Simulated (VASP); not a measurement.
Runs of VASP 6.6.1 on Pt. The structure is that of space group Im-3m (No. 229), or close to it. The cells are those of the table. 

```csv
cell,gap on the mesh (eV),pressure (GPa)
"a = 2.815 Å, angles 109.5°, 1 atom",none,-19.9
"a = 2.669 Å, angles 109.5°, 1 atom",none,17.7
"a = 2.694 Å, angles 109.5°, 1 atom",none,8.3
"a = 2.744 Å, angles 109.5°, 1 atom",none,(a)
"a = 2.768 Å, angles 109.5°, 1 atom",none,-11.5
"a = 2.719 Å, angles 109.5°, 1 atom",none,0.6
"a = 2.792 Å, angles 109.5°, 1 atom",none,(b)
```

Alike in all rows: task single point; level r2SCAN; potentials or basis VASP PAW PBE potentials, release 64 (Pt); no spin polarisation; k mesh 13 × 13 × 13; cutoff (eV) 550; smearing methfessel-paxton 0.1 eV.

**Question.** Fill in the values left out.

**Answer.** (a) -5.9; (b) -16.1.

Caveats: the PAW data sets were made with another functional, which shifts forces and pressure a little; spin-orbit coupling is left out, which moves the levels of the heavy elements.

A k mesh can miss the band edges, and the runs leave out spin-orbit coupling on Pt.

A gap of «none» marks levels without a gap at the run's occupations.
